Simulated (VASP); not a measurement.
**Ga: single point with r2SCAN**

Ga:

```
CELL_PARAMETERS angstrom
1.38300 -4.02650 0.00000
1.38300 4.02650 0.00000
-0.11745 0.00000 3.32993
ATOMIC_POSITIONS crystal
Ga 0.13100 0.86900 0.75000
Ga 0.86900 0.13100 0.25000
```

```json
{
 "Program": "VASP 6.6.1",
 "Task": "single point",
 "Functional": "r2SCAN",
 "Potentials or basis": "VASP PAW PBE potentials, release 64 (Ga_d)",
 "Cutoff": "520 eV",
 "k mesh": "6 × 6 × 5",
 "Occupations": "fermi-dirac, width 0.05 eV",
 "Spin": "no spin polarisation",
 "Dipole correction": "no",
 "Further INCAR settings": "ALGO = Normal; EDIFF = 1e-06; NBANDS = 20"
}
```

```json
{
 "Pressure": "-1.6 GPa",
 "Largest force": "0.154 eV/Å",
 "Band gap on the k mesh": "zero (band 13 reaches 9.68 eV, above the bottom of band 14 at 2.21 eV)"
}
```

Forces in eV/Å, atoms in the order of the input:
```
Ga   0.000 -0.154  0.000
Ga   0.000  0.154  0.000
```

Stress tensor (GPa, compression positive):
```
 0.63  0.00  0.70
 0.00 -3.87  0.00
 0.70  0.00 -1.55
```

Levels at points of the mesh, in eV from the Fermi level:
```
           k point  band 10  band 11  band 12  band 13  band 14  band 15  band 16  band 17
(0.00, 0.00, 0.00)   -15.09   -11.73    -2.24    -1.48     1.73     5.92    10.30    10.82
(0.50, 0.00, 0.00)   -15.11    -6.27    -5.21    -1.44     0.24     6.12     7.00     8.94
(0.50, 0.50, 0.00)   -15.15    -9.52    -8.92     4.20     4.87     6.28     6.49     8.03
```

Run time: 97 s on 1 thread of AMD EPYC 9R45 96-Core Processor (Zen 5), with other jobs on the host, peak memory 0.16 GiB.

Caveat: the k points lie up to 0.40 Å⁻¹ apart; the PAW data sets were made with another functional, which shifts forces and pressure a little.
